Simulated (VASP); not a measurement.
**HfN: single point with PBE**

The system is HfN.

```
Hf N
1.0
     0.00000    2.45482    2.45482
     2.45482    0.00000    2.45482
     2.45482    2.45482    0.00000
Hf N
1 1
Direct
  0.00000 0.00000 0.00000
  0.75917 0.75917 0.74083
```

This cell differs from its parent crystal: one atom moved.

```
Program                : VASP 6.6.1
Task                   : single point
Functional             : PBE
Potentials or basis    : VASP PAW PBE potentials, release 64 (Hf_pv, N)
Cutoff                 : 520 eV
k mesh                 : 14 × 14 × 14
Occupations            : gaussian, width 0.1 eV
Spin                   : no spin polarisation
Dipole correction      : no
Further INCAR settings : ALGO = Normal; EDIFF = 1e-06; NBANDS = 14
```

```json
{
  "Pressure": "-0.2 GPa",
  "Largest force": "0.532 eV/Å"
}
```

Forces on the atoms (eV/Å):
```
Hf   0.000  0.000  0.532
N    0.000  0.000 -0.532
```

Stress tensor (GPa, compression positive):
```
-0.09  2.52  0.00
 2.52 -0.09  0.00
 0.00  0.00 -0.29
```

Levels at points of the mesh, in eV from the Fermi level:
| k point | band 5 | band 6 | band 7 | band 8 | band 9 | band 10 |
| --- | --- | --- | --- | --- | --- | --- |
| (0.00, 0.00, 0.00) | -5.55 | -5.50 | -5.42 | -0.77 | 2.21 | 2.21 |
| (0.50, 0.00, 0.00) | -5.75 | -5.01 | -4.92 | 1.64 | 2.58 | 2.86 |
| (0.00, 0.00, 0.50) | -5.75 | -4.88 | -4.79 | 1.34 | 2.53 | 2.84 |
| (0.50, 0.50, 0.00) | -6.92 | -3.70 | -3.60 | -1.19 | 2.18 | 4.00 |
| (0.00, 0.50, 0.50) | -6.93 | -3.66 | -3.65 | -1.17 | 2.16 | 4.00 |

It took 8.8 min on 1 thread of AMD EPYC 7R13, with other jobs on the host, peak memory 0.28 GiB.

Caveat: the cell differs from its parent crystal (one atom moved); spin-orbit coupling is left out, which moves the levels of the heavy elements.
